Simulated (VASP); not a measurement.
# Ti (I4/mmm) in VASP: a series of runs

Runs on Ti. Level: PBE. Tasks: single point.

All numbers are computed with VASP 6.6.1; they aren't measurements. Logs are shortened: lines on timing, memory, paths and dates and some standing lists are left out, and cuts for length are marked.

## 1. The cell of the first run

The structure is tetragonal, space group I4/mmm (No. 139). The conventional cell has a = 3.041 Å, b = 3.041 Å, c = 3.531 Å, α = 90.00°, β = 90.00°, γ = 90.00°. Within 3.7 Å of Ti (site symmetry 4/mmm) lie 14 Ti at 2.78 to 3.53 Å.

## 2. Single point, PBE (volume 16.327 Å^3 an atom, c/a of the conventional cell 1.1612)

INCAR

```
ALGO = Fast
EDIFF = 1E-7
ENCUT = 520
GGA = PE
ISIF = 2
ISMEAR = 0
LASPH = True
LCHARG = False
LREAL = False
LWAVE = False
NBANDS = 12
NELM = 100
PREC = Accurate
SIGMA = 0.15
```

KPOINTS

```
k-points
0
Gamma
  22 22 22
```

POSCAR

```
Ti
1.0
   -1.5204767773      1.5204767773      1.7655776338
    1.5204767773     -1.5204767773      1.7655776338
    1.5204767773      1.5204767773     -1.7655776338
Ti
1
Direct
    0.0000000000      0.0000000000      0.0000000000
```

Potentials or basis: VASP PAW PBE potentials, release 64 (Ti_sv).

Run with:

```
$ cat potpaw_PBE.64/Ti_sv/POTCAR > POTCAR
$ mpirun -np 1 vasp_std > vasp.out
```

OUTCAR:

```text
EDIFF = 1E-7
   ENCUT = 520
   GGA = PE
   ISIF = 2
   ISMEAR = 0
   LASPH = True
   LREAL = False
   NELM = 100
   PREC = Accurate

 ion  position               nearest neighbor table
   1  0.000  0.000  0.000-

  LATTYP: Found a body centered tetragonal cell.
 ALAT       =     3.0409535546
 C/A-ratio  =     1.1612000000

  Lattice vectors:

 A1 = (  -1.5204767773,   1.5204767773,   1.7655776338)
 A2 = (   1.5204767773,  -1.5204767773,   1.7655776338)
 A3 = (   1.5204767773,   1.5204767773,  -1.7655776338)

Analysis of symmetry for initial positions (statically):
=====================================================================
 Subroutine PRICEL returns:
 Original cell was already a primitive cell.

 Routine SETGRP: Setting up the symmetry group for a
 body centered tetragonal supercell.

 Subroutine GETGRP returns: Found 16 space group operations
 (whereof 16 operations were pure point group operations)
 out of a pool of 16 trial point group operations.

The static configuration has the point symmetry D_4h.

Analysis of symmetry for dynamics (positions and initial velocities):
=====================================================================
 Subroutine PRICEL returns:
 Original cell was already a primitive cell.

 Routine SETGRP: Setting up the symmetry group for a
 body centered tetragonal supercell.

 Subroutine GETGRP returns: Found 16 space group operations
 (whereof 16 operations were pure point group operations)
 out of a pool of 16 trial point group operations.

The dynamic configuration has the point symmetry D_4h.

 Subroutine INISYM returns: Found 16 space group operations
 (whereof 16 operations are pure point group operations),
 and found     1 'primitive' translations

----------------------------------------------------------------------------------------

                                     Primitive cell

  volume of cell :      16.3270

  direct lattice vectors                    reciprocal lattice vectors
    -1.520476777  1.520476777  1.765577634     0.000000000  0.328844220  0.283193438
     1.520476777 -1.520476777  1.765577634     0.328844220  0.000000000  0.283193438
     1.520476777  1.520476777 -1.765577634     0.328844220  0.328844220  0.000000000

  length of vectors
     2.782258730  2.782258730  2.782258730     0.433978161  0.433978161  0.465055956

  position of ions in fractional coordinates (direct lattice)
     0.000000000  0.000000000  0.000000000

  ion indices of the primitive-cell ions
   primitive index   ion index
                 1           1

----------------------------------------------------------------------------------------

 KPOINTS: k-points

Automatic generation of k-mesh.
 Grid dimensions read from file:
 generate k-points for:   22   22   22

 Generating k-lattice:

  Cartesian coordinates                     Fractional coordinates (reciprocal lattice)
     0.000000000  0.014947465  0.012872429     0.045454545  0.000000000 -0.000000000
     0.014947465  0.000000000  0.012872429     0.000000000  0.045454545 -0.000000000
     0.014947465  0.014947465  0.000000000     0.000000000  0.000000000  0.045454545

  Length of vectors
     0.019726280  0.019726280  0.021138907

  Shift w.r.t. Gamma in fractional coordinates (k-lattice)
     0.000000000  0.000000000  0.000000000

 Subroutine IBZKPT returns following result:
 ===========================================

 Found    834 irreducible k-points:

 Following reciprocal coordinates:
            Coordinates               Weight
  0.000000  0.000000  0.000000      1.000000
  0.045455  0.000000  0.000000      8.000000
  0.090909  0.000000  0.000000      8.000000
  0.136364  0.000000  0.000000      8.000000
  0.181818  0.000000  0.000000      8.000000
  0.227273  0.000000  0.000000      8.000000
[... 16 lines left out ...]
  0.500000  0.045455  0.000000     16.000000
 -0.454545  0.045455  0.000000     16.000000
 [... further k-points ...]
   k-points           NKPTS =    834   k-points in BZ     NKDIM =    834   number of bands    NBANDS=     12
   number of dos      NEDOS =    301   number of ions     NIONS =      1
   total plane-waves  NPLWV =  13824
   dimension x,y,z NGX =    24 NGY =   24 NGZ =   24
   dimension x,y,z NGXF=    48 NGYF=   48 NGZF=   48
   ions per type =               1
   NGX,Y,Z   is equivalent  to a cutoff of  14.34, 14.34, 14.34 a.u.
   NGXF,Y,Z  is equivalent  to a cutoff of  28.68, 28.68, 28.68 a.u.
 SYSTEM =  unknown system
   PREC   = accura    normal or accurate (medium, high low for compatibility)
   ISTART =      0    job   : 0-new  1-cont  2-samecut
   ICHARG =      2    charge: 1-file 2-atom 10-const
   ISPIN  =      1    spin polarized calculation?
   LNONCOLLINEAR =      F non collinear calculations
   LSORBIT =      F    spin-orbit coupling
   LASPH  =      T    aspherical Exc in radial PAW
   ENCUT  =  520.0 eV  38.22 Ry    6.18 a.u.   5.17  5.17  5.17*2*pi/ulx,y,z
   NELM   =    100;   NELMIN=  2; NELMDL= -5     # of ELM steps
   EDIFF  = 0.1E-06   stopping-criterion for ELM
   LREAL  =      F    real-space projection
   EDIFFG = 0.1E-05   stopping-criterion for IOM
   NSW    =      0    number of steps for IOM
   IBRION =     -1    ionic relax: 0-MD 1-quasi-New 2-CG
   NFREE  =      0    steps in history (QN), initial steepest desc. (CG)
   ISIF   =      2    stress and relaxation
   ISYM   =      2    0-nonsym 1-usesym 2-fastsym
   POTIM  = 0.5000    time-step for ionic-motion
   TEBEG  =    0.0;   TEEND  =   0.0 temperature during run
   PSTRESS=    0.0 pullay stress
   NELECT =      12.0000    total number of electrons
   NUPDOWN=      -1.0000    fix difference up-down
   EMIN   =  10.00;   EMAX   =-10.00  energy-range for DOS
   EFERMI =   0.00;   METHOD = LEGACY
   ISMEAR =     0;   SIGMA  =   0.15  broadening in eV -4-tet -1-fermi 0-gaus
   EFERMI_NEDOS =   21; number of points for ismear=-14 and -15
   IALGO  =     68    algorithm
   IMIX   =      4    mixing-type and parameters
     AMIX     =   0.40;   BMIX     =  1.00
     AMIX_MAG =   1.60;   BMIX_MAG =  1.00
  volume/ion in A,a.u.               =      16.33       110.18
  Fermi-wavevector in a.u.,A,eV,Ry     =   1.477406  2.791892 29.697814  2.182728
  Thomas-Fermi vector in A             =   2.591814
   LORBIT       =      0    0 simple, 1 ext, 2 COOP (PROOUT), +10 PAW based schemes
   GGA     = PE    functional components
   LHFCALC =     F    Hartree Fock is set to
   AEXX    =    0.0000 exact exchange contribution
   IVDW    =     0    specifies the selected vdW correction
   LEPSILON=     F    determine dielectric tensor
   LRPA    =     F    only Hartree local field effects (RPA)
 non-spin polarized calculation
 RMM-DIIS sequential band-by-band and
 Gauss-broadening in eV      SIGMA  =   0.15
  energy-cutoff  :      520.00
  volume of cell :       16.33
 maximum number of plane-waves:       467
 NGX is ok and might be reduce to    24
   NGX = 11   NGY = 11   NGZ = 11

 number of electron      11.9999999 magnetization

 Free energy of the ion-electron system (eV)
  ---------------------------------------------------
  ext. energy  EPLUGINS =         0.00000000
  ---------------------------------------------------
  free energy    TOTEN  =        -7.73379856 eV

  energy without entropy =       -7.70896649  energy(sigma->0) =       -7.72138252

 E-fermi :   8.8110     XC(G=0): -11.7902

 val. band max:        8.8090533245   @ k =  -0.0909  -0.3182   0.0455
 cond. band min:       8.8115005832   @ k =  -0.1364   0.4545   0.0909
 fundamental gap:      0.0024472588
 Fermi energy:         8.8109589539

 k-point     1 :       0.0000    0.0000    0.0000
  band No.  band energies     occupation
      1     -47.6990      2.00000
      2     -23.4791      2.00000
      3     -23.4791      2.00000
      4     -23.4694      2.00000
      5       2.6610      2.00000
      6       9.5557      0.00000
      7       9.5557      0.00000
      8      10.5616      0.00000
      9      10.9090      0.00000
     10      12.0503      0.00000
     11      25.1569      0.00000
     12      27.6310      0.00000

 k-point     2 :       0.0455    0.0000    0.0000
  band No.  band energies     occupation
      1     -47.6958      2.00000
      2     -23.4934      2.00000
      3     -23.4833      2.00000
      4     -23.4728      2.00000
      5       2.7335      2.00000
      6       9.5479      0.00000
      7       9.5763      0.00000
      8      10.5609      0.00000
      9      10.8901      0.00000
     10      12.0279      0.00000
     11      25.1990      0.00000
     12      27.4669      0.00000

 k-point     3 :       0.0909    0.0000    0.0000
  band No.  band energies     occupation
      1     -47.6863      2.00000
      2     -23.5434      2.00000
      3     -23.4955      2.00000
      4     -23.4744      2.00000
      5       2.9475      2.00000
      6       9.5143      0.00000
      7       9.6185      0.00000
      8      10.5800      0.00000
      9      10.8474      0.00000
     10      11.9690      0.00000
     11      25.2760      0.00000
     12      26.9559      0.00000
[... 286 lines left out ...]
 k-point    23 :       0.5000    0.0455    0.0000
  band No.  band energies     occupation
      1     -47.5365      2.00000
      2     -24.2916      2.00000
      3     -23.6875      2.00000
      4     -23.4940      2.00000
      5       6.2002      2.00000
      6       8.7956      1.11490
      7       9.6793      0.00000
      8      10.8225      0.00000
      9      12.3232      0.00000
     10      13.2201      0.00000
     11      17.9235      0.00000
     12      23.1758      0.00000

 k-point    24 :      -0.4545    0.0455    0.0000
  band No.  band energies     occupation
      1     -47.5426      2.00000
      2     -24.2624      2.00000
      3     -23.6788      2.00000
      4     -23.4947      2.00000
      5       6.1414      2.00000
      6       8.8348      0.82186
      7       9.4662      0.00000
      8      10.8430      0.00000
      9      12.2898      0.00000
     10      13.0400      0.00000
     11      18.3655      0.00000
     12      23.3341      0.00000

 [... further k-points ...]

------------------------ aborting loop because EDIFF is reached ----------------------------------------

  FORCE on cell =-STRESS in cart. coord.  units (eV):
  Direction    XX          YY          ZZ          XY          YZ          ZX
  --------------------------------------------------------------------------------------
  -------------------------------------------------------------------------------------
  Total        0.5896600      0.5896600      0.8645779      0.0000000      0.0000000      0.0000000
  in kB       57.8636527     57.8636527     84.8414946      0.0000000      0.0000000      0.0000000
  external PRESSURE =      66.8562666 kB  Pullay stress =       0.0000000 kB

 VOLUME and BASIS-vectors are now :
 -----------------------------------------------------------------------------
  energy-cutoff  :      520.00
  volume of cell :       16.33
      direct lattice vectors                 reciprocal lattice vectors
    -1.520476777  1.520476777  1.765577634     0.000000000  0.328844220  0.283193438
     1.520476777 -1.520476777  1.765577634     0.328844220  0.000000000  0.283193438
     1.520476777  1.520476777 -1.765577634     0.328844220  0.328844220  0.000000000

 POSITION                                       TOTAL-FORCE (eV/Angst)
 -----------------------------------------------------------------------------------
      0.00000      0.00000      0.00000        -0.000000      0.000000      0.000000
 -----------------------------------------------------------------------------------
    total drift:                                0.000000      0.000000     -0.000000

  FREE ENERGIE OF THE ION-ELECTRON SYSTEM (eV)
  ---------------------------------------------------
  free  energy   TOTEN  =        -7.7337985568 eV

  energy  without entropy=       -7.7089664912  energy(sigma->0) =       -7.72138252
```

Wall time 1.8 min (1 thread of Intel Xeon 6975P-C (Granite Rapids), shared host); peak memory 0.28 GiB.

Results:

| Item | Value |
| --- | --- |
| Free energy | -7.7338 eV |
| Pressure | 6.7 GPa |
| Band gap on the k mesh | zero (band 6 reaches 9.81 eV, above the bottom of band 7 at 8.15 eV) |

## 3. Single point, PBE (volume 16.327 Å^3 an atom, c/a of the conventional cell 1.0776)

INCAR

```
ALGO     = Fast           # electronic algorithm
EDIFF    = 1E-7           # SCF threshold, eV
ENCUT    = 520            # plane-wave cutoff, eV
GGA      = PE             # functional
ISIF     = 2              # what is computed and relaxed
ISMEAR   = 0              # smearing method
LASPH    = True           # aspherical terms in the spheres
LCHARG   = True           # write CHGCAR
LELF     = True           # ELF
LREAL    = False          # projectors in reciprocal space
LVHAR    = True         
LWAVE    = False          # write WAVECAR
NBANDS   = 12             # bands
NELM     = 80             # most SCF steps
PREC     = Accurate       # precision mode
SIGMA    = 0.15           # smearing width, eV
```

KPOINTS is that of step 2.

POSCAR

```
Ti
1.0
   -1.5588210899      1.5588210899      1.6797856065
    1.5588210899     -1.5588210899      1.6797856065
    1.5588210899      1.5588210899     -1.6797856065
Ti
1
Direct
    0.0000000000      0.0000000000      0.0000000000
```

Potentials or basis: VASP PAW PBE potentials, release 64 (Ti_sv).

Run with:

```
$ cat potpaw_PBE.64/Ti_sv/POTCAR > POTCAR
$ mpirun -np 1 vasp_std > vasp.out
```

Run time: 1.9 min. Hardware: 1 thread of Intel Xeon 6975P-C (Granite Rapids), shared host; peak memory 0.27 GiB.

It converged, with:

```yaml
Free_energy: -7.7238 eV
Pressure: 6.3 GPa
Band_gap_on_the_k_mesh: zero (band 6 reaches 9.76 eV, above the bottom of band 7 at 8.10 eV)
```

Stress tensor (GPa, compression positive):
```
5.88 0.00 0.00
0.00 5.88 0.00
0.00 0.00 7.13
```

Levels at points of the mesh, in eV from the Fermi level:
| k point | band 3 | band 4 | band 5 | band 6 | band 7 | band 8 | band 9 | band 10 |
| --- | --- | --- | --- | --- | --- | --- | --- | --- |
| (0.00, 0.00, 0.00) | -32.22 | -32.21 | -6.10 | 0.87 | 0.87 | 1.41 | 2.55 | 3.18 |
| (0.50, 0.00, 0.00) | -32.45 | -32.22 | -2.62 | -0.23 | 1.16 | 2.53 | 3.37 | 4.52 |
| (0.50, 0.50, 0.00) | -32.50 | -32.26 | -2.64 | -0.91 | 1.70 | 3.33 | 3.49 | 4.63 |
| (0.50, 0.50, 0.50) | -32.73 | -32.73 | -2.45 | -2.22 | 4.11 | 4.25 | 4.25 | 7.48 |

(Part 1 of 2 ends here.)
